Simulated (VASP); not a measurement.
# GaN (P6_3mc) in VASP: further runs, part 2 of 2

VASP 6.6.1. Earlier steps stand in the parts before.

## 3. Single point, LDA

This run uses another cell than the first one, of 10.46 Å³/atom, 1.028 times its volume.

Contents of INCAR:

```
PREC = Accurate ; ENCUT = 520
EDIFF = 1E-6 ; ISMEAR = 1
SIGMA = 0.1 ; LREAL = F
LASPH = T ; NELM = 100
ALGO = Normal ; ISIF = 2
LWAVE = F ; LCHARG = T
GGA = CA ; LELF = T
LVHAR = T ; NBANDS = 26
```

Contents of KPOINTS:

```
Automatic mesh
0
Gamma
  12 12 4
```

Contents of POSCAR:

```
GaN
1.0
    3.0984253050      0.0000000000      0.0000000000
   -1.5492126525      2.6833152363      0.0000000000
    0.0000000000      0.0000000000      5.0334795992
Ga N
2 2
Direct
    0.3333333333      0.6666666667      0.0000000000
    0.6666666667      0.3333333333      0.5000000000
    0.3333333333      0.6666666667      0.3750000000
    0.6666666667      0.3333333333      0.8750000000
```

Potentials or basis: VASP PAW LDA potentials, release 64 (Ga_d, N).

Run with:

```
$ cat potpaw_LDA.64/Ga_d/POTCAR potpaw_LDA.64/N/POTCAR > POTCAR
$ mpirun -np 1 vasp_std > vasp.out
```

OUTCAR:

```text
PREC = Accurate
   ENCUT = 520
   EDIFF = 1E-6
   ISMEAR = 1
   LREAL = F
   LASPH = T
   NELM = 100
   ISIF = 2
   GGA = CA

 ion  position               nearest neighbor table
   1  0.333  0.667  0.000-   3 1.89   4 1.90   4 1.90   4 1.90
   2  0.667  0.333  0.500-   4 1.89   3 1.90   3 1.90   3 1.90
   3  0.333  0.667  0.375-   1 1.89   2 1.90   2 1.90   2 1.90
   4  0.667  0.333  0.875-   2 1.89   1 1.90   1 1.90   1 1.90

  LATTYP: Found a hexagonal cell.
 ALAT       =     3.0984253050
 C/A-ratio  =     1.6245283019

  Lattice vectors:

 A1 = (   3.0984253050,   0.0000000000,   0.0000000000)
 A2 = (  -1.5492126525,   2.6833152363,   0.0000000000)
 A3 = (   0.0000000000,   0.0000000000,   5.0334795992)

Analysis of symmetry for initial positions (statically):
=====================================================================
 Subroutine PRICEL returns:
 Original cell was already a primitive cell.

 Routine SETGRP: Setting up the symmetry group for a
 hexagonal supercell.

 Subroutine GETGRP returns: Found 12 space group operations
 (whereof  6 operations were pure point group operations)
 out of a pool of 24 trial point group operations.

The static configuration has the point symmetry C_3v.
 The point group associated with its full space group is C_6v.

Analysis of symmetry for dynamics (positions and initial velocities):
=====================================================================
 Subroutine PRICEL returns:
 Original cell was already a primitive cell.

 Routine SETGRP: Setting up the symmetry group for a
 hexagonal supercell.

 Subroutine GETGRP returns: Found 12 space group operations
 (whereof  6 operations were pure point group operations)
 out of a pool of 24 trial point group operations.

The dynamic configuration has the point symmetry C_3v.
 The point group associated with its full space group is C_6v.

 Subroutine INISYM returns: Found 12 space group operations
 (whereof  6 operations are pure point group operations),
 and found     1 'primitive' translations

----------------------------------------------------------------------------------------

                                     Primitive cell

  volume of cell :      41.8486

  direct lattice vectors                    reciprocal lattice vectors
     3.098425305  0.000000000  0.000000000     0.322744588  0.186336660  0.000000000
    -1.549212653  2.683315236  0.000000000     0.000000000  0.372673321  0.000000000
     0.000000000  0.000000000  5.033479599     0.000000000  0.000000000  0.198669723

  length of vectors
     3.098425305  3.098425487  5.033479599     0.372673343  0.372673321  0.198669723

  position of ions in fractional coordinates (direct lattice)
     0.333333333  0.666666667  0.000000000
     0.666666667  0.333333333  0.500000000
     0.333333333  0.666666667  0.375000000
     0.666666667  0.333333333  0.875000000

  ion indices of the primitive-cell ions
   primitive index   ion index
                 1           1
                 2           2
                 3           3
                 4           4

----------------------------------------------------------------------------------------

 KPOINTS: Automatic mesh

Automatic generation of k-mesh.
 Grid dimensions read from file:
 generate k-points for:   12   12    4

 Generating k-lattice:

  Cartesian coordinates                     Fractional coordinates (reciprocal lattice)
     0.026895382  0.015528055  0.000000000     0.083333333  0.000000000  0.000000000
     0.000000000  0.031056110  0.000000000     0.000000000  0.083333333  0.000000000
     0.000000000  0.000000000  0.049667431     0.000000000  0.000000000  0.250000000

  Length of vectors
     0.031056112  0.031056110  0.049667431

  Shift w.r.t. Gamma in fractional coordinates (k-lattice)
     0.000000000  0.000000000  0.000000000

 Subroutine IBZKPT returns following result:
 ===========================================

 Found     57 irreducible k-points:

 Following reciprocal coordinates:
            Coordinates               Weight
  0.000000  0.000000  0.000000      1.000000
  0.083333  0.000000  0.000000      6.000000
  0.166667  0.000000  0.000000      6.000000
  0.250000  0.000000  0.000000      6.000000
  0.333333  0.000000  0.000000      6.000000
  0.416667  0.000000  0.000000      6.000000
[... 16 lines left out ...]
  0.250000  0.000000  0.250000     12.000000
  0.333333  0.000000  0.250000     12.000000
 [... further k-points ...]
   k-points           NKPTS =     57   k-points in BZ     NKDIM =     57   number of bands    NBANDS=     26
   number of dos      NEDOS =    301   number of ions     NIONS =      4
   total plane-waves  NPLWV =  23040
   dimension x,y,z NGX =    24 NGY =   24 NGZ =   40
   dimension x,y,z NGXF=    48 NGYF=   48 NGZF=   80
   ions per type =               2   2
   NGX,Y,Z   is equivalent  to a cutoff of  12.88, 12.88, 13.21 a.u.
   NGXF,Y,Z  is equivalent  to a cutoff of  25.75, 25.75, 26.42 a.u.
 SYSTEM =  unknown system
   PREC   = accura    normal or accurate (medium, high low for compatibility)
   ISTART =      0    job   : 0-new  1-cont  2-samecut
   ICHARG =      2    charge: 1-file 2-atom 10-const
   ISPIN  =      1    spin polarized calculation?
   LNONCOLLINEAR =      F non collinear calculations
   LSORBIT =      F    spin-orbit coupling
   LASPH  =      T    aspherical Exc in radial PAW
   ENCUT  =  520.0 eV  38.22 Ry    6.18 a.u.   5.76  5.76  9.36*2*pi/ulx,y,z
   NELM   =    100;   NELMIN=  2; NELMDL= -5     # of ELM steps
   EDIFF  = 0.1E-05   stopping-criterion for ELM
   LREAL  =      F    real-space projection
   EDIFFG = 0.1E-04   stopping-criterion for IOM
   NSW    =      0    number of steps for IOM
   IBRION =     -1    ionic relax: 0-MD 1-quasi-New 2-CG
   NFREE  =      0    steps in history (QN), initial steepest desc. (CG)
   ISIF   =      2    stress and relaxation
   ISYM   =      2    0-nonsym 1-usesym 2-fastsym
   POTIM  = 0.5000    time-step for ionic-motion
   TEBEG  =    0.0;   TEEND  =   0.0 temperature during run
   PSTRESS=    0.0 pullay stress
   NELECT =      36.0000    total number of electrons
   NUPDOWN=      -1.0000    fix difference up-down
   EMIN   =  10.00;   EMAX   =-10.00  energy-range for DOS
   EFERMI =   0.00;   METHOD = LEGACY
   ISMEAR =     1;   SIGMA  =   0.10  broadening in eV -4-tet -1-fermi 0-gaus
   EFERMI_NEDOS =   21; number of points for ismear=-14 and -15
   IALGO  =     38    algorithm
   IMIX   =      4    mixing-type and parameters
     AMIX     =   0.40;   BMIX     =  1.00
     AMIX_MAG =   1.60;   BMIX_MAG =  1.00
  volume/ion in A,a.u.               =      10.46        70.60
  Fermi-wavevector in a.u.,A,eV,Ry     =   1.556976  2.942258 32.982903  2.424175
  Thomas-Fermi vector in A             =   2.660694
   LORBIT       =      0    0 simple, 1 ext, 2 COOP (PROOUT), +10 PAW based schemes
   GGA     = CA    functional components
   LHFCALC =     F    Hartree Fock is set to
   AEXX    =    0.0000 exact exchange contribution
   IVDW    =     0    specifies the selected vdW correction
   LEPSILON=     F    determine dielectric tensor
   LRPA    =     F    only Hartree local field effects (RPA)
 non-spin polarized calculation
 Methfessel and Paxton  Order N= 1 SIGMA  =   0.10
  energy-cutoff  :      520.00
  volume of cell :       41.85
 maximum number of plane-waves:      1152
 NGX is ok and might be reduce to    24
   NGX = 11   NGY = 11   NGZ = 19

 number of electron      36.0000004 magnetization

 Free energy of the ion-electron system (eV)
  ---------------------------------------------------
  ext. energy  EPLUGINS =         0.00000000
  ---------------------------------------------------
  free energy    TOTEN  =       -27.80060860 eV

  energy without entropy =      -27.80076998  energy(sigma->0) =      -27.80066239

 E-fermi :   6.1377     XC(G=0): -12.5982

 val. band max:        6.0923847331   @ k =   0.0000   0.0000   0.0000
 cond. band min:       8.6077570706   @ k =   0.0000   0.0000   0.0000
 fundamental gap:      2.5153723375
 Fermi energy:         6.1376730570

 k-point     1 :       0.0000    0.0000    0.0000
  band No.  band energies     occupation
      1     -10.5650      2.00000
      2      -9.3856      2.00000
      3      -7.5841      2.00000
      4      -7.5572      2.00000
      5      -7.5572      2.00000
      6      -7.4758      2.00000
[... 18 lines left out ...]
     25      18.2691      0.00000
     26      18.2691      0.00000
[... 644 lines left out ...]
      4      -7.4408      2.00000
      5      -7.4235      2.00000
      6      -7.3058      2.00000
[... 18 lines left out ...]
     25      17.4688      0.00000
     26      19.5793      0.00000

 [... further k-points ...]
[... 5 lines left out ...]
  --------------------------------------------------------------------------------------
  -------------------------------------------------------------------------------------
  Total        3.3763226      3.3763232      4.1659818      0.0000000     -0.0000000      0.0000000
  in kB      129.2627768    129.2627970    159.4949389      0.0000000     -0.0000000      0.0000000
  external PRESSURE =     139.3401709 kB  Pullay stress =       0.0000000 kB

 VOLUME and BASIS-vectors are now :
 -----------------------------------------------------------------------------
  energy-cutoff  :      520.00
  volume of cell :       41.85
      direct lattice vectors                 reciprocal lattice vectors
     3.098425305  0.000000000  0.000000000     0.322744588  0.186336660  0.000000000
    -1.549212653  2.683315236  0.000000000     0.000000000  0.372673321  0.000000000
     0.000000000  0.000000000  5.033479599     0.000000000  0.000000000  0.198669723

 POSITION                                       TOTAL-FORCE (eV/Angst)
 -----------------------------------------------------------------------------------
     -0.00000      1.78888      0.00000         0.000000      0.000000     -0.148974
      1.54921      0.89444      2.51674         0.000000      0.000000     -0.148974
     -0.00000      1.78888      1.88755        -0.000000     -0.000000      0.148974
      1.54921      0.89444      4.40429         0.000000      0.000000      0.148974
 -----------------------------------------------------------------------------------
    total drift:                                0.000000      0.000000     -0.000585

  FREE ENERGIE OF THE ION-ELECTRON SYSTEM (eV)
  ---------------------------------------------------
  free  energy   TOTEN  =       -27.8006086015 eV

  energy  without entropy=      -27.8007699783  energy(sigma->0) =      -27.80066239
```

Wall time 37 s (1 thread of Intel Xeon 6975P-C, shared host); peak memory 0.17 GiB.

What came out:

| Item | Value |
| --- | --- |
| Free energy | -27.8006 eV |
| Pressure | 13.9 GPa |
| Largest force | 0.149 eV/Å |
| Band gap on the k mesh | 2.52 eV, direct |

Forces on the atoms (eV/Å):
```
Ga   0.000  0.000 -0.149
Ga   0.000  0.000 -0.149
N    0.000  0.000  0.149
N    0.000  0.000  0.149
```

Stress tensor (GPa, compression positive):
```
12.93  0.00  0.00
 0.00 12.93  0.00
 0.00  0.00 15.95
```

A hybrid or GW would open this gap; LDA tends to underestimate it.

## 4. Single point, LDA

This run uses another cell than the first one, of 10.74 Å³/atom, 1.056 times its volume.

Contents of INCAR:

```
PREC     = Accurate       # precision mode
ENCUT    = 520            # plane-wave cutoff, eV
EDIFF    = 1E-6           # SCF threshold, eV
ISMEAR   = 1              # smearing method
SIGMA    = 0.1            # smearing width, eV
LREAL    = False          # projectors in reciprocal space
LASPH    = True           # aspherical terms in the spheres
NELM     = 100            # most SCF steps
ALGO     = Normal         # electronic algorithm
ISIF     = 2              # what is computed and relaxed
LWAVE    = False          # write WAVECAR
LCHARG   = False          # write CHGCAR
GGA      = CA             # functional
NBANDS   = 26             # bands
```

Contents of KPOINTS:

```
regular mesh
0
Gamma
  12 12 4
```

Contents of POSCAR:

```
GaN
1.0
    3.1260912805      0.0000000000      0.0000000000
   -1.5630456403      2.7072746758      0.0000000000
    0.0000000000      0.0000000000      5.0784237595
Ga N
2 2
Direct
    0.3333333333      0.6666666667      0.0000000000
    0.6666666667      0.3333333333      0.5000000000
    0.3333333333      0.6666666667      0.3750000000
    0.6666666667      0.3333333333      0.8750000000
```

Potentials or basis: VASP PAW LDA potentials, release 64 (Ga_d, N).

Run with:

```
$ cat potpaw_LDA.64/Ga_d/POTCAR potpaw_LDA.64/N/POTCAR > POTCAR
$ mpirun -np 1 vasp_std > vasp.out
```

OUTCAR:

```text
PREC = Accurate
   ENCUT = 520
   EDIFF = 1E-6
   ISMEAR = 1
   LREAL = False
   LASPH = True
   NELM = 100
   ISIF = 2
   GGA = CA

 ion  position               nearest neighbor table
   1  0.333  0.667  0.000-   3 1.90   4 1.91   4 1.91   4 1.91
   2  0.667  0.333  0.500-   4 1.90   3 1.91   3 1.91   3 1.91
   3  0.333  0.667  0.375-   1 1.90   2 1.91   2 1.91   2 1.91
   4  0.667  0.333  0.875-   2 1.90   1 1.91   1 1.91   1 1.91

  LATTYP: Found a hexagonal cell.
 ALAT       =     3.1260912805
 C/A-ratio  =     1.6245283019

  Lattice vectors:

 A1 = (   3.1260912805,   0.0000000000,   0.0000000000)
 A2 = (  -1.5630456403,   2.7072746758,   0.0000000000)
 A3 = (   0.0000000000,   0.0000000000,   5.0784237595)

Analysis of symmetry for initial positions (statically):
=====================================================================
 Subroutine PRICEL returns:
 Original cell was already a primitive cell.

 Routine SETGRP: Setting up the symmetry group for a
 hexagonal supercell.

 Subroutine GETGRP returns: Found 12 space group operations
 (whereof  6 operations were pure point group operations)
 out of a pool of 24 trial point group operations.

The static configuration has the point symmetry C_3v.
 The point group associated with its full space group is C_6v.

Analysis of symmetry for dynamics (positions and initial velocities):
=====================================================================
 Subroutine PRICEL returns:
 Original cell was already a primitive cell.

 Routine SETGRP: Setting up the symmetry group for a
 hexagonal supercell.

 Subroutine GETGRP returns: Found 12 space group operations
 (whereof  6 operations were pure point group operations)
 out of a pool of 24 trial point group operations.

The dynamic configuration has the point symmetry C_3v.
 The point group associated with its full space group is C_6v.
[... 114 lines left out ...]
   NELECT =      36.0000    total number of electrons
   NUPDOWN=      -1.0000    fix difference up-down
   EMIN   =  10.00;   EMAX   =-10.00  energy-range for DOS
   EFERMI =   0.00;   METHOD = LEGACY
   ISMEAR =     1;   SIGMA  =   0.10  broadening in eV -4-tet -1-fermi 0-gaus
   EFERMI_NEDOS =   21; number of points for ismear=-14 and -15
   IALGO  =     38    algorithm
   IMIX   =      4    mixing-type and parameters
     AMIX     =   0.40;   BMIX     =  1.00
     AMIX_MAG =   1.60;   BMIX_MAG =  1.00
  volume/ion in A,a.u.               =      10.74        72.51
  Fermi-wavevector in a.u.,A,eV,Ry     =   1.543197  2.916219 32.401688  2.381457
  Thomas-Fermi vector in A             =   2.648894
   LORBIT       =      0    0 simple, 1 ext, 2 COOP (PROOUT), +10 PAW based schemes
   GGA     = CA    functional components
   LHFCALC =     F    Hartree Fock is set to
   AEXX    =    0.0000 exact exchange contribution
   IVDW    =     0    specifies the selected vdW correction
   LEPSILON=     F    determine dielectric tensor
   LRPA    =     F    only Hartree local field effects (RPA)
 non-spin polarized calculation
 Methfessel and Paxton  Order N= 1 SIGMA  =   0.10
  energy-cutoff  :      520.00
  volume of cell :       42.98
 maximum number of plane-waves:      1182
 NGX is ok and might be reduce to    24
   NGX = 11   NGY = 11   NGZ = 19

 number of electron      36.0000034 magnetization

 Free energy of the ion-electron system (eV)
  ---------------------------------------------------
  ext. energy  EPLUGINS =         0.00000000
  ---------------------------------------------------
  free energy    TOTEN  =       -27.87561810 eV

  energy without entropy =      -27.87578603  energy(sigma->0) =      -27.87567407

 E-fermi :   5.8155     XC(G=0): -12.4515

 val. band max:        5.7708438393   @ k =   0.0000   0.0000   0.0000
 cond. band min:       8.1070964790   @ k =   0.0000   0.0000   0.0000
 fundamental gap:      2.3362526397
 Fermi energy:         5.8155077363

 k-point     1 :       0.0000    0.0000    0.0000
  band No.  band energies     occupation
      1     -10.6329      2.00000
      2      -9.5459      2.00000
      3      -7.8603      2.00000
      4      -7.8352      2.00000
      5      -7.8352      2.00000
      6      -7.7602      2.00000
[... 685 lines left out ...]
     25      16.9797      0.00000
     26      19.0207      0.00000

 [... further k-points ...]
[... 5 lines left out ...]
  --------------------------------------------------------------------------------------
  -------------------------------------------------------------------------------------
  Total        1.7269933      1.7269936      2.4515421     -0.0000000      0.0000000      0.0000000
  in kB       64.3781248     64.3781349     91.3875480     -0.0000000      0.0000000      0.0000000
  external PRESSURE =      73.3812692 kB  Pullay stress =       0.0000000 kB

 VOLUME and BASIS-vectors are now :
 -----------------------------------------------------------------------------
  energy-cutoff  :      520.00
  volume of cell :       42.98
      direct lattice vectors                 reciprocal lattice vectors
     3.126091280  0.000000000  0.000000000     0.319888292  0.184687577  0.000000000
    -1.563045640  2.707274676  0.000000000     0.000000000  0.369375154  0.000000000
     0.000000000  0.000000000  5.078423759     0.000000000  0.000000000  0.196911492

 POSITION                                       TOTAL-FORCE (eV/Angst)
 -----------------------------------------------------------------------------------
     -0.00000      1.80485      0.00000         0.000000      0.000000     -0.141312
      1.56305      0.90242      2.53921        -0.000000     -0.000000     -0.141312
     -0.00000      1.80485      1.90441        -0.000000     -0.000000      0.141312
      1.56305      0.90242      4.44362         0.000000     -0.000000      0.141312
 -----------------------------------------------------------------------------------
    total drift:                               -0.000000     -0.000000      0.000055

  FREE ENERGIE OF THE ION-ELECTRON SYSTEM (eV)
  ---------------------------------------------------
  free  energy   TOTEN  =       -27.8756180971 eV

  energy  without entropy=      -27.8757860287  energy(sigma->0) =      -27.87567407
```

Wall time 45 s (1 thread of Intel Xeon 6975P-C, shared host); peak memory 0.17 GiB.

Results:

| Property | Result |
| --- | --- |
| Free energy | -27.8756 eV |
| Pressure | 7.3 GPa |
| Largest force | 0.141 eV/Å |
| Band gap on the k mesh | 2.34 eV, direct |

Forces on the atoms (eV/Å):
```
Ga   0.000  0.000 -0.141
Ga   0.000  0.000 -0.141
N    0.000  0.000  0.141
N    0.000  0.000  0.141
```

Stress tensor (GPa, compression positive):
```
6.44 0.00 0.00
0.00 6.44 0.00
0.00 0.00 9.14
```

## 5. The runs side by side

```csv
cell,gap on the mesh (eV),pressure (GPa),largest force (eV/Å)
"a = 3.070, b = 3.070, c = 4.988 Å, angles 90.0, 90.0, 120.0°, 4 atoms",2.70,21.4,0.16
"a = 3.098, b = 3.098, c = 5.033 Å, angles 90.0, 90.0, 120.0°, 4 atoms",2.52,13.9,0.15
"a = 3.126, b = 3.126, c = 5.078 Å, angles 90.0, 90.0, 120.0°, 4 atoms",2.34,7.3,0.14
```

Alike in all rows: task single point; level LDA; potentials or basis VASP PAW LDA potentials, release 64 (Ga_d, N); no spin polarisation; k mesh 12 × 12 × 4; cutoff (eV) 520; smearing methfessel-paxton 0.1 eV.

Absolute energies hang on the potentials; compare differences alone.
